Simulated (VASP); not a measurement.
MgS:

```xyz
2
Lattice="0.0000 2.8309 2.8309 2.8309 0.0000 2.8309 2.8309 2.8309 0.0000" Properties=species:S:1:pos:R:3 pbc="T T T"
Mg    0.0000    0.0000    0.0000
S     4.2463    4.2463    4.2463
```

Program: VASP 6.6.1. Alike in all runs: task single point; no spin polarisation; cell as given; cutoff (eV) 520; smearing gaussian 0.01 eV.

Task: Order these runs on this cell by their band gap on the k mesh, lowest first.
A. level r2SCAN0; potentials or basis VASP PAW PBE potentials, release 64 (Mg, S); k mesh 6 × 6 × 6; grid for exact exchange (PRECFOCK) Normal
B. level PBE; potentials or basis VASP PAW PBE potentials, release 64 (Mg, S); k mesh 4 × 4 × 4
C. level LDA; potentials or basis VASP PAW LDA potentials, release 64 (Mg, S); k mesh 8 × 8 × 8

Result: C (3.19 eV), B (3.45 eV), A (5.59 eV).

Caveats: some runs use coarse meshes.

A k mesh can miss the band edges.
